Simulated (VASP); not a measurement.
Wanted: the native input for a VASP 6.6.1 run.

- Task: single point
- Functional: PBE
- Potentials or basis: VASP PAW PBE potentials, release 64 (Mn_pv, O)
- Cutoff: 600 eV
- k mesh: 14 × 14 × 14
- Occupations: gaussian, width 0.05 eV
- Spin: no spin polarisation
- Dipole correction: no
- Further INCAR settings: ALGO = Normal; EDIFF = 1e-06; NBANDS = 16

The structure of MnO lies in POSCAR:

```
MnO
1.0
    0.0000000000      2.0646842256      2.0646842256
    2.0646842256      0.0000000000      2.0646842256
    2.0646842256      2.0646842256      0.0000000000
Mn O
1 1
Direct
    0.0000000000      0.0000000000      0.0000000000
    0.5000000000      0.5000000000      0.5000000000
```

The input as run:

INCAR

```
PREC = Accurate
ENCUT = 600
EDIFF = 1E-6
ISMEAR = 0
SIGMA = 0.05
LREAL = False
LASPH = True
NELM = 120
ALGO = Normal
ISIF = 2
LWAVE = False
LCHARG = False
GGA = PE
NBANDS = 16
GGA_COMPAT = False
```

KPOINTS

```
regular mesh
0
Gamma
  14 14 14
```

Potentials or basis: VASP PAW PBE potentials, release 64 (Mn_pv, O).

The run is started by

```sh
$ cat potpaw_PBE.64/Mn_pv/POTCAR potpaw_PBE.64/O/POTCAR > POTCAR
$ mpirun -np 1 vasp_std > vasp.out
```

Results of the run:

- Pressure: -4.0 GPa
- Band gap on the k mesh: zero (an odd number of electrons rules out a gap without spin polarisation)

Caveat: the cell stands under tension; an odd number of electrons without spin polarisation forces a metal; a magnetic or distorted state may lie lower; the run has no spin polarisation, though such a crystal can be magnetic; semilocal functionals often make such compounds metallic where correlation or magnetic order opens a gap, which also shifts bond lengths.

It took 10 s on 1 thread of Intel(R) Xeon(R) 6975P-C (Granite Rapids) (shared host), peak memory 0.16 GiB.
